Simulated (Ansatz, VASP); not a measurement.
Two plane-wave programs on CdS

The input INCAR:

```
SYSTEM = CdS
  ALGO = Normal
  EDIFF = 1E-7
  EDIFFG = -0.01
  ENCUT = 600
  GGA = PE
  IBRION = 2
  ISIF = 3
  ISMEAR = 0
  LASPH = .TRUE.
  LCHARG = .FALSE.
  LREAL = .FALSE.
  LWAVE = .FALSE.
  NELM = 80
  NSW = 100
  PREC = Accurate
  SIGMA = 0.02
```

File KPOINTS:

```
k-points
0
G
  8 8 8
  0 0 0
```

The input POSCAR:

```
CdS
1.0
    0.0000000000      3.7772801864      6.4037969361
    1.9450149862      0.0000000000      6.4037969361
    1.9450149862      3.7772801864      0.0000000000
Cd S
2 2
Direct
    0.5675437738      0.5675437738      0.9324562262
    0.3175437738      0.3175437738      0.6824562262
    0.6824562262      0.6824562262      0.3175437738
    0.9324562262      0.9324562262      0.5675437738
```

Input for Ansatz:

```yaml
crystal:
  lattice:
    - [0.0, 3.7772801864, 6.4037969361]
    - [1.9450149862, 0.0, 6.4037969361]
    - [1.9450149862, 3.7772801864, 0.0]
  atoms:
    - { symbol: Cd, position: [0.5675437738, 0.5675437738, 0.9324562262] }
    - { symbol: Cd, position: [0.3175437738, 0.3175437738, 0.6824562262] }
    - { symbol: S, position: [0.6824562262, 0.6824562262, 0.3175437738] }
    - { symbol: S, position: [0.9324562262, 0.9324562262, 0.5675437738] }
basis:
  ecutwfc: 420
kpoints:
  mp_grid: { grid: [8, 8, 8] }
hamiltonian:
  xc: pbe
scf:
  occupations: { method: gaussian, width: 0.02 }
output:
  forces: true
  stress: true
  eigenvalues: true
relax:
  adjacent_minimum: "off"
  f_tol: 0.01
  max_steps: 80
  cell: { stress_tol: 0.05 }
```

Alike in both runs: task relaxation of cell and atoms; functional PBE; k mesh 8 × 8 × 8; occupations gaussian, width 0.02 eV; no spin polarisation.

```csv
,VASP,Ansatz
version,VASP 6.6.1,Ansatz 0.2.0
potentials or method,"VASP PAW PBE potentials, release 64 (Cd, S), cutoff 600 eV","scalar-relativistic, plane waves, PAW"
valence electrons in the cell,36,52
```

VASP gave:

- gap on the k mesh at the Fermi level, each at its own relaxed structure (eV): 0.73
- relaxed volume (Å³/atom): 23.63
- relaxed length of the cell vector where the two differ most in proportion (Å): 4.255

Problem. Estimate Ansatz's values.

Solution. gap on the k mesh at the Fermi level, each at its own relaxed structure (eV): 0.75; relaxed volume (Å³/atom): 23.50; relaxed length of the cell vector where the two differ most in proportion (Å): 4.249.

VASP's potentials hold 36 valence electrons a cell and Ansatz's 52, so a difference there can come from the potentials and not from the codes.
